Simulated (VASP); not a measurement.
# SnO2 (P1) in VASP: single point with PBE

Aim: the single point of SnO2 with PBE.

All numbers are computed with VASP 6.6.1; they aren't measurements. Logs are shortened: lines on timing, memory, paths and dates and some standing lists are left out, and cuts for length are marked.

**1. The cell of the first run**

The typed cell holds 18 atoms: a = 5.728 Å, b = 5.728 Å, c = 7.443 Å, α = 73.13°, β = 73.13°, γ = 71.85°.

**2. Single point, PBE (dynamics (nve) at 450 K, volume x 1.01, from the last frame before)**

INCAR reads:

```
PREC = Accurate ; ENCUT = 520
EDIFF = 1E-6 ; ISMEAR = -1
SIGMA = 0.0388 ; LREAL = Auto
LASPH = True ; NELM = 80
ALGO = Normal ; ISIF = 2
LWAVE = False ; LCHARG = True
GGA = PE ; LELF = True
LVHAR = True ; NBANDS = 93
```

KPOINTS reads:

```
Automatic mesh
0
Gamma
  2 2 2
  0.5 0.5 0.5
```

POSCAR reads:

```
SnO2
1.0
    0.0000000000     -4.7530888199      3.1969861243
   -4.7530888199      0.0000000000      3.1969861243
   -4.7530888199     -4.7530888199     -3.1969861243
Sn O
6 12
Direct
    0.3287615516      0.3340541099      0.6732676931
    0.6573246942      0.6609021574      0.3367884349
    0.0071148609     -0.0055728885     -0.0058725109
    0.3218993846      0.3333260594      0.1650456500
    0.6804311103      0.6718615250      0.8314905626
    1.0008427153      1.0070978056      0.4988113560
    0.2396126396      0.2241117721      0.4617422322
    0.5820253379      0.5693561027      0.1217460678
    0.8966400324      0.9114539782      0.7940933632
    0.0293936392      0.6369097428      0.1748764759
    0.3562209853      0.9602078050      0.8169508639
    0.7013890530      0.3155178712      0.5198694213
    0.1076507384      0.0872545279      0.2033638578
    0.4326985961      0.4347124444      0.8753510187
    0.7719640819      0.7740202185      0.5345526350
    0.6419418634      0.0259176082      0.1722770891
    0.9722323190      0.3619967207      0.8282696964
    0.2951333633      0.6861580360      0.5003865908
```

Potentials or basis: VASP PAW PBE potentials, release 64 (Sn_d, O).

Launch:

```sh
> cat potpaw_PBE.64/Sn_d/POTCAR potpaw_PBE.64/O/POTCAR > POTCAR
> mpirun -np 1 vasp_std > vasp.out
```

OUTCAR:

```text
PREC = Accurate
   ENCUT = 520
   EDIFF = 1E-6
   ISMEAR = -1
   LREAL = Auto
   LASPH = True
   NELM = 80
   ISIF = 2
   GGA = PE

 ion  position               nearest neighbor table
   1  0.329  0.334  0.673-  17 2.02  18 2.04  14 2.05  11 2.08   7 2.09  12 2.09   3 3.14   2 3.17
                             5 3.64   4 3.65   6 3.71   5 3.72   6 3.75   6 3.75
   2  0.657  0.661  0.337-   8 2.01  12 2.04  18 2.06  16 2.08  15 2.10  10 2.11   1 3.17   3 3.28
                             6 3.68   6 3.69   5 3.71   4 3.71   4 3.73   5 3.74   4 3.76
   3  0.007  0.994  0.994-   9 2.00  11 2.04  13 2.06  10 2.09  17 2.09  16 2.11   1 3.14   2 3.28
                             5 3.63   4 3.67   6 3.68   4 3.69   5 3.73   5 3.75
   4  0.322  0.333  0.165-  10 2.01  14 2.02  13 2.05   7 2.07  16 2.11   8 2.21   6 3.14   5 3.30
                             1 3.65   3 3.67   3 3.69   2 3.71   2 3.73   2 3.76
   5  0.680  0.672  0.831-   8 2.02  17 2.02   9 2.03  15 2.07  11 2.07  14 2.15   6 3.16   4 3.30
                             3 3.63   1 3.64   2 3.71   1 3.72   3 3.73   2 3.74   3 3.75
   6  0.001  0.007  0.499-   7 2.03  12 2.05  13 2.06   9 2.06  15 2.06  18 2.07   4 3.14   5 3.16
                             2 3.68   3 3.68   2 3.69   1 3.71   1 3.75   1 3.75
   7  0.240  0.224  0.462-   6 2.03   4 2.07   1 2.09
   8  0.582  0.569  0.122-   2 2.01   5 2.02   4 2.21
   9  0.897  0.911  0.794-   3 2.00   5 2.03   6 2.06
  10  0.029  0.637  0.175-   4 2.01   3 2.09   2 2.11
  11  0.356  0.960  0.817-   3 2.04   5 2.07   1 2.08
  12  0.701  0.316  0.520-   2 2.04   6 2.05   1 2.09
  13  0.108  0.087  0.203-   4 2.05   6 2.06   3 2.06
  14  0.433  0.435  0.875-   4 2.02   1 2.05   5 2.15
  15  0.772  0.774  0.535-   6 2.06   5 2.07   2 2.10
  16  0.642  0.026  0.172-   2 2.08   4 2.11   3 2.11
  17  0.972  0.362  0.828-   1 2.02   5 2.02   3 2.09
  18  0.295  0.686  0.500-   1 2.04   2 2.06   6 2.07

  LATTYP: Found a base centered monoclinic cell.
 ALAT       =     9.2772079731
 B/A-ratio  =     0.7245587996
 C/A-ratio  =     0.8023335282
 COS(beta)  =    -0.3583025898

  Lattice vectors:

 A1 = (   0.0000000000,   4.7530888199,  -3.1969861243)
 A2 = (   4.7530888199,   0.0000000000,  -3.1969861243)
 A3 = (  -4.7530888199,  -4.7530888199,  -3.1969861243)

Analysis of symmetry for initial positions (statically):
=====================================================================
 Subroutine PRICEL returns:
 Original cell was already a primitive cell.

 Routine SETGRP: Setting up the symmetry group for a
 base centered monoclinic supercell.

 Subroutine GETGRP returns: Found  1 space group operations
 (whereof  1 operations were pure point group operations)
 out of a pool of  4 trial point group operations.

The static configuration has the point symmetry C_1 .

Analysis of symmetry for dynamics (positions and initial velocities):
=====================================================================
 Subroutine PRICEL returns:
 Original cell was already a primitive cell.

 Routine SETGRP: Setting up the symmetry group for a
 base centered monoclinic supercell.

 Subroutine GETGRP returns: Found  1 space group operations
 (whereof  1 operations were pure point group operations)
 out of a pool of  4 trial point group operations.

The dynamic configuration has the point symmetry C_1 .

 Subroutine INISYM returns: Found  1 space group operations
 (whereof  1 operations are pure point group operations),
 and found     1 'primitive' translations

----------------------------------------------------------------------------------------

                                     Primitive cell

  volume of cell :     216.6775

  direct lattice vectors                    reciprocal lattice vectors
     0.000000000 -4.753088820  3.196986124     0.070129835 -0.140259669  0.104264867
    -4.753088820  0.000000000  3.196986124    -0.140259669  0.070129835  0.104264867
    -4.753088820 -4.753088820 -3.196986124    -0.070129835 -0.070129835 -0.104264867

  length of vectors
     5.728226044  5.728226044  7.443415005     0.188313916  0.188313916  0.143901181

  position of ions in fractional coordinates (direct lattice)
     0.328761552  0.334054110  0.673267693
     0.657324694  0.660902157  0.336788435
     0.007114861  0.994427112  0.994127489
     0.321899385  0.333326059  0.165045650
     0.680431110  0.671861525  0.831490563
     0.000842715  0.007097806  0.498811356
[... 10 lines left out ...]
     0.972232319  0.361996721  0.828269696
     0.295133363  0.686158036  0.500386591

  ion indices of the primitive-cell ions
   primitive index   ion index
                 1           1
                 2           2
                 3           3
                 4           4
                 5           5
                 6           6
[... 10 lines left out ...]
                17          17
                18          18

----------------------------------------------------------------------------------------

 KPOINTS: Automatic mesh

Automatic generation of k-mesh.
 Grid dimensions read from file:
 generate k-points for:    2    2    2

 Generating k-lattice:

  Cartesian coordinates                     Fractional coordinates (reciprocal lattice)
     0.035064917 -0.070129835  0.052132434     0.500000000  0.000000000  0.000000000
    -0.070129835  0.035064917  0.052132434     0.000000000  0.500000000  0.000000000
    -0.035064917 -0.035064917 -0.052132434     0.000000000  0.000000000  0.500000000

  Length of vectors
     0.094156958  0.094156958  0.071950591

  Shift w.r.t. Gamma in fractional coordinates (k-lattice)
     0.500000000  0.500000000  0.500000000

 Subroutine IBZKPT returns following result:
 ===========================================

 Found      4 irreducible k-points:

 Following reciprocal coordinates:
            Coordinates               Weight
  0.250000  0.250000  0.250000      2.000000
 -0.250000  0.250000  0.250000      2.000000
 -0.250000  0.250000 -0.250000      2.000000
 -0.250000 -0.250000  0.250000      2.000000
   k-points           NKPTS =      4   k-points in BZ     NKDIM =      4   number of bands    NBANDS=     93
   number of dos      NEDOS =    301   number of ions     NIONS =     18
   total plane-waves  NPLWV = 129024
   dimension x,y,z NGX =    48 NGY =   48 NGZ =   56
   dimension x,y,z NGXF=    96 NGYF=   96 NGZF=  112
   ions per type =               6  12
   NGX,Y,Z   is equivalent  to a cutoff of  13.93, 13.93, 12.51 a.u.
   NGXF,Y,Z  is equivalent  to a cutoff of  27.86, 27.86, 25.01 a.u.
 SYSTEM =  unknown system
   PREC   = accura    normal or accurate (medium, high low for compatibility)
   ISTART =      0    job   : 0-new  1-cont  2-samecut
   ICHARG =      2    charge: 1-file 2-atom 10-const
   ISPIN  =      1    spin polarized calculation?
   LNONCOLLINEAR =      F non collinear calculations
   LSORBIT =      F    spin-orbit coupling
   LASPH  =      T    aspherical Exc in radial PAW
   ENCUT  =  520.0 eV  38.22 Ry    6.18 a.u.  10.65 10.65 13.84*2*pi/ulx,y,z
   NELM   =     80;   NELMIN=  2; NELMDL= -5     # of ELM steps
   EDIFF  = 0.1E-05   stopping-criterion for ELM
   LREAL  =      T    real-space projection
   EDIFFG = 0.1E-04   stopping-criterion for IOM
   NSW    =      0    number of steps for IOM
   IBRION =     -1    ionic relax: 0-MD 1-quasi-New 2-CG
   NFREE  =      0    steps in history (QN), initial steepest desc. (CG)
   ISIF   =      2    stress and relaxation
   ISYM   =      2    0-nonsym 1-usesym 2-fastsym
   POTIM  = 0.5000    time-step for ionic-motion
   TEBEG  =    0.0;   TEEND  =   0.0 temperature during run
   PSTRESS=    0.0 pullay stress
   NELECT =     156.0000    total number of electrons
   NUPDOWN=      -1.0000    fix difference up-down
   EMIN   =  10.00;   EMAX   =-10.00  energy-range for DOS
   EFERMI =   0.00;   METHOD = LEGACY
   ISMEAR =    -1;   SIGMA  =   0.04  broadening in eV -4-tet -1-fermi 0-gaus
   EFERMI_NEDOS =   21; number of points for ismear=-14 and -15
   IALGO  =     38    algorithm
   IMIX   =      4    mixing-type and parameters
     AMIX     =   0.40;   BMIX     =  1.00
     AMIX_MAG =   1.60;   BMIX_MAG =  1.00
  volume/ion in A,a.u.               =      12.04        81.23
  Fermi-wavevector in a.u.,A,eV,Ry     =   1.467276  2.772749 29.291958  2.152898
  Thomas-Fermi vector in A             =   2.582913
   LORBIT       =      0    0 simple, 1 ext, 2 COOP (PROOUT), +10 PAW based schemes
   GGA     = PE    functional components
   LHFCALC =     F    Hartree Fock is set to
   AEXX    =    0.0000 exact exchange contribution
   IVDW    =     0    specifies the selected vdW correction
   LEPSILON=     F    determine dielectric tensor
   LRPA    =     F    only Hartree local field effects (RPA)
 non-spin polarized calculation
  energy-cutoff  :      520.00
  volume of cell :      216.68
 maximum number of plane-waves:      5865
 NGX is ok and might be reduce to    42
   NGX = 21   NGY = 21   NGZ = 27

 number of electron     156.0000000 magnetization

 Free energy of the ion-electron system (eV)
  ---------------------------------------------------
  ext. energy  EPLUGINS =         0.00000000
  ---------------------------------------------------
  free energy    TOTEN  =      -111.23845418 eV

  energy without entropy =     -111.23845418  energy(sigma->0) =     -111.23845418

 E-fermi :   6.8278     XC(G=0): -11.2141

 val. band max:        5.8486434888   @ k =   0.2500   0.2500   0.2500
 cond. band min:       8.5977060220   @ k =   0.2500   0.2500   0.2500
 fundamental gap:      2.7490625332
 Fermi energy:         6.8277961065

 k-point     1 :       0.2500    0.2500    0.2500
  band No.  band energies     occupation
      1     -15.0180      2.00000
      2     -14.9273      2.00000
      3     -14.7880      2.00000
      4     -14.5958      2.00000
      5     -14.5701      2.00000
      6     -14.4952      2.00000
[... 82 lines left out ...]
     89      14.7890      0.00000
     90      15.6671      0.00000

 k-point     2 :      -0.2500    0.2500    0.2500
  band No.  band energies     occupation
      1     -14.9925      2.00000
      2     -14.9478      2.00000
      3     -14.8383      2.00000
      4     -14.7335      2.00000
      5     -14.7054      2.00000
      6     -14.5415      2.00000
[... 82 lines left out ...]
     89      14.7308      0.00000
     90      15.1998      0.00000

 k-point     3 :      -0.2500    0.2500   -0.2500
  band No.  band energies     occupation
      1     -14.9944      2.00000
      2     -14.9442      2.00000
      3     -14.8354      2.00000
      4     -14.7408      2.00000
      5     -14.7084      2.00000
      6     -14.5332      2.00000
[... 82 lines left out ...]
     89      14.7442      0.00000
     90      15.2030      0.00000

 k-point     4 :      -0.2500   -0.2500    0.2500
  band No.  band energies     occupation
      1     -14.9828      2.00000
      2     -14.8826      2.00000
      3     -14.7951      2.00000
      4     -14.7601      2.00000
      5     -14.6533      2.00000
      6     -14.4873      2.00000
[... 82 lines left out ...]
     89      14.5186      0.00000
     90      14.8182      0.00000
 [bands above 90 left out]

------------------------ aborting loop because EDIFF is reached ----------------------------------------

  FORCE on cell =-STRESS in cart. coord.  units (eV):
  Direction    XX          YY          ZZ          XY          YZ          ZX
  --------------------------------------------------------------------------------------
  -------------------------------------------------------------------------------------
  Total       12.0089432     11.8586328     15.0754052      0.4411214      0.8406484      0.8171332
  in kB       88.7976570     87.6862176    111.4719785      3.2617817      6.2160011      6.0421230
  external PRESSURE =      95.9852844 kB  Pullay stress =       0.0000000 kB

 VOLUME and BASIS-vectors are now :
 -----------------------------------------------------------------------------
  energy-cutoff  :      520.00
  volume of cell :      216.68
      direct lattice vectors                 reciprocal lattice vectors
     0.000000000 -4.753088820  3.196986124     0.070129835 -0.140259669  0.104264867
    -4.753088820  0.000000000  3.196986124    -0.140259669  0.070129835  0.104264867
    -4.753088820 -4.753088820 -3.196986124    -0.070129835 -0.070129835 -0.104264867

 POSITION                                       TOTAL-FORCE (eV/Angst)
 -----------------------------------------------------------------------------------
     -4.78789     -4.76273     -0.03341         0.721935     -0.218112      0.642466
     -4.74211     -4.72511      3.13765        -0.897494     -0.407500      1.115039
     -9.45178     -4.75899      0.02370        -0.952472     -0.227939     -1.293498
     -2.36881     -2.31449      1.56710         0.221664     -1.459274      0.846123
     -7.14557     -7.18630      1.66500         0.382399      1.056262     -0.792862
     -2.40463     -2.37490     -1.56931         0.515980      0.173038     -0.357412
[... 10 lines left out ...]
     -5.65744     -8.55795      1.61754        -0.005809     -0.310683     -0.432745
     -5.63975     -3.78118      1.53745        -0.147164     -0.045679      0.379355
 -----------------------------------------------------------------------------------
    total drift:                               -0.013905      0.004442      0.008341

  FREE ENERGIE OF THE ION-ELECTRON SYSTEM (eV)
  ---------------------------------------------------
  free  energy   TOTEN  =      -111.2384541841 eV

  energy  without entropy=     -111.2384541841  energy(sigma->0) =     -111.23845418
```

Wall time 3.1 min (1 thread of AMD EPYC 7R43 (Zen 3), shared host); peak memory 0.32 GiB.

Results:

* Free energy: -111.2385 eV
* Pressure: 9.6 GPa
* Largest force: 1.701 eV/Å
* Band gap on the k mesh: 2.75 eV, direct

Forces in eV/Å, atoms in the order of the input:
```
Sn   0.722 -0.218  0.642
Sn  -0.897 -0.407  1.115
Sn  -0.952 -0.228 -1.293
Sn   0.222 -1.459  0.846
Sn   0.382  1.056 -0.793
Sn   0.516  0.173 -0.357
O   -0.206 -0.179  0.282
O    0.300  0.418 -1.149
O    0.353  0.171 -0.271
O   -0.050  0.404  0.111
O   -0.393 -0.428  0.242
O    0.392  0.404 -0.141
O   -0.128  0.208  0.364
O    0.062  0.036  0.401
O   -0.096  0.087 -0.242
O   -0.073  0.321  0.296
O   -0.006 -0.311 -0.433
O   -0.147 -0.046  0.379
```

Stress tensor (GPa, compression positive):
```
 8.88  0.33  0.60
 0.33  8.77  0.62
 0.60  0.62 11.15
```

Levels at points of the mesh, in eV from the valence-band top:
```tsv
k point	band 75	band 76	band 77	band 78	band 79	band 80	band 81	band 82
(0.25, 0.25, 0.25)	-0.62	-0.56	-0.48	0.00	2.75	5.14	5.16	5.68
```

Caveat: the k points lie up to 0.59 Å⁻¹ apart; spin-orbit coupling is left out, which moves the levels of the heavy elements; forces of over 1 eV/Å act on the atoms, so gaps and moduli don't describe the material at rest.
